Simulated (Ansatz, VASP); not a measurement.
# One calculation of TiRu4, two programs

Contents of INCAR:

```
SYSTEM = TiRu4
ALGO = Fast
EDIFF = 1E-6
ENCUT = 520
GGA = PE
ISIF = 2
ISMEAR = 0
LASPH = .TRUE.
LCHARG = .FALSE.
LREAL = .FALSE.
LWAVE = .FALSE.
NBANDS = 79
NELM = 60
PREC = Accurate
SIGMA = 0.2
```

The input KPOINTS:

```
k-points
0
G
  6 6 4
  0 0 0
```

The input POSCAR:

```
TiRu4
1.0
    0.0000000000      4.3493394644      0.0000000000
   -4.7715603382      0.0000000000      0.0057506282
    2.3306022585      0.0000000000      6.8417384555
Ti Ru
2 8
Direct
    0.7500000000      0.9500758534      0.1990226170
    0.2500000000      0.0499241466      0.8009773830
    0.2500000000      0.8625353992      0.3991355150
    0.7500000000      0.1374646008      0.6008644850
    0.2500000000      0.6602869095      0.0055295896
    0.7500000000      0.7228415944      0.7930521071
    0.2500000000      0.4584143233      0.5960356540
    0.2500000000      0.2771584056      0.2069478929
    0.7500000000      0.5415856767      0.4039643460
    0.7500000000      0.3397130905      0.9944704104
```

Input for Ansatz:

```yaml
crystal:
  lattice:
    - [0.0, 4.3493394644, 0.0]
    - [-4.7715603382, 0.0, 0.0057506282]
    - [2.3306022585, 0.0, 6.8417384555]
  atoms:
    - { symbol: Ti, position: [0.75, 0.9500758534, 0.199022617] }
    - { symbol: Ti, position: [0.25, 0.0499241466, 0.800977383] }
    - { symbol: Ru, position: [0.25, 0.8625353992, 0.399135515] }
    - { symbol: Ru, position: [0.75, 0.1374646008, 0.600864485] }
    - { symbol: Ru, position: [0.25, 0.6602869095, 0.0055295896] }
    - { symbol: Ru, position: [0.75, 0.7228415944, 0.7930521071] }
    - { symbol: Ru, position: [0.25, 0.4584143233, 0.596035654] }
    - { symbol: Ru, position: [0.25, 0.2771584056, 0.2069478929] }
    - { symbol: Ru, position: [0.75, 0.5415856767, 0.403964346] }
    - { symbol: Ru, position: [0.75, 0.3397130905, 0.9944704104] }
basis:
  ecutwfc: 420
kpoints:
  mp_grid: { grid: [6, 6, 4] }
hamiltonian:
  xc: pbe
scf:
  occupations: { method: gaussian, width: 0.2 }
  lower_state_search: "off"
output:
  forces: true
  stress: true
  eigenvalues: true
```

Alike in both runs: task single point; functional PBE; k mesh 6 × 6 × 4; occupations gaussian, width 0.2 eV; no spin polarisation.

|  | VASP | Ansatz |
| --- | --- | --- |
| version | VASP 6.6.1 | Ansatz 0.2.0 |
| potentials or method | VASP PAW PBE potentials, release 64 (Ti_sv, Ru_pv), cutoff 520 eV | scalar-relativistic, plane waves, PAW |
| valence electrons in the cell | 136 | 152 |

|  | VASP | Ansatz | Ansatz less VASP |
| --- | --- | --- | --- |
| gap on the k mesh at the Fermi level (eV) | none | none | - |
| pressure (GPa) | 0.0 | 0.1 | +0.09 |
| traceless stress, the component that is largest in VASP (GPa) | 0.25 | 0.25 | 0.000 |
| rms of the force components (eV/Å) | 0.023 | 0.023 | -0.0004 |

Atom by atom the forces differ by 0.001 eV/Å (rms over components). A gap of «none» marks a metal or a gap that the smearing closes. The functional is the same, so the differences come from potentials, cutoffs and numerics. VASP's potentials hold 136 valence electrons a cell and Ansatz's 152, so a difference there can come from the potentials and not from the codes.
